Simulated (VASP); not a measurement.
ScGa5S, 7 atoms in the cell. The structure is trigonal, space group R-3m (No. 166). Conventional cell: a = 5.729 Å, b = 5.729 Å, c = 15.002 Å, α = 90.00°, β = 90.00°, γ = 120.00°. Sc (site symmetry -3m) has 8 Ga at 2.80 to 2.86 Å within 3.7 Å. Ga (site symmetry 2/m) has 6 Ga at 2.75 to 2.86 Å and 2 Sc at 2.86 Å and 2 S at 3.00 Å within 3.6 Å. Within 3.6 Å of Ga (site symmetry 3m) lie 6 Ga at 2.75 to 3.36 Å and 1 Sc at 2.80 Å and 3 S at 3.32 Å. Within 3.9 Å of S (site symmetry -3m) lie 12 Ga at 3.00 to 3.32 Å. 

| Quantity | Value |
| --- | --- |
| Program | VASP 6.6.1 |
| Task | single point |
| Functional | PBE |
| Potentials or basis | VASP PAW PBE potentials, release 64 (Sc_sv, Ga_d, S) |
| Cutoff | 520 eV |
| k mesh | 4 × 4 × 4 |
| Occupations | gaussian, width 0.2 eV |
| Spin | no spin polarisation |
| Dipole correction | no |
| Further INCAR settings | ALGO = Normal; EDIFF = 1e-06; NBANDS = 50 |

Potentials or basis: VASP PAW PBE potentials, release 64 (Sc_sv, Ga_d, S).

Command:

```sh
$ cat potpaw_PBE.64/Sc_sv/POTCAR potpaw_PBE.64/Ga_d/POTCAR potpaw_PBE.64/S/POTCAR > POTCAR
$ mpirun -np 1 vasp_std > vasp.out
```

Hardware: 1 thread of Intel(R) Xeon(R) Platinum 8559C (Emerald Rapids), with other jobs on the host.

Question: How long does it take, and how much memory?

Answer: It took 2 min on 1 thread of Intel(R) Xeon(R) Platinum 8559C (Emerald Rapids) (shared host), peak memory 0.35 GiB. Counts: scf iterations 15, k points 13.
